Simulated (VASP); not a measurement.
Input of a VASP 6.6.1 run:

POSCAR

```
Al
1.0
    2.7935792435      0.0000000000      0.0000000000
   -1.3967896217      2.4193105923      0.0000000000
    0.0000000000      0.0000000000      4.8341855930
Al
2
Direct
    0.3333333333      0.6666666667      0.2500000000
    0.6666666667      0.3333333333      0.7500000000
```

The input INCAR.step1:

```
  PREC = Accurate
  ENCUT = 520
  ISMEAR = -1
  SIGMA = 0.05
  LREAL = False
  LASPH = True
  NELM = 100
  NBANDS = 10
  GGA = PE
  ALGO = Normal
  EDIFF = 1E-4
  LWAVE = True
  LCHARG = False
```

INCAR.step2

```
  PREC = Accurate
  ENCUT = 520
  EDIFF = 1E-6
  ISMEAR = -1
  SIGMA = 0.05
  LREAL = False
  LASPH = True
  NELM = 100
  ALGO = Normal
  ISIF = 2
  LWAVE = False
  LCHARG = False
  METAGGA = R2SCAN
  LMIXTAU = True
  NBANDS = 10
  ISTART = 1
```

The input KPOINTS:

```
regular mesh
0
Gamma
  11 11 6
```

Potentials or basis: VASP PAW PBE potentials, release 64 (Al).

The run is started by

```console
$ cat potpaw_PBE.64/Al/POTCAR > POTCAR
$ cp INCAR.step1 INCAR
$ mpirun -np 1 vasp_std > vasp.out
$ cp INCAR.step2 INCAR
$ mpirun -np 1 vasp_std > vasp.out
```

(1) What does it give for the band gap on the k mesh?

(2) Estimate the pressure.

## Answers

(1) zero (band 3 reaches 11.81 eV, above the bottom of band 4 at 5.06 eV).

(2) -1.5 GPa.

Caveat: the PAW data sets were made with another functional, which shifts forces and pressure a little.
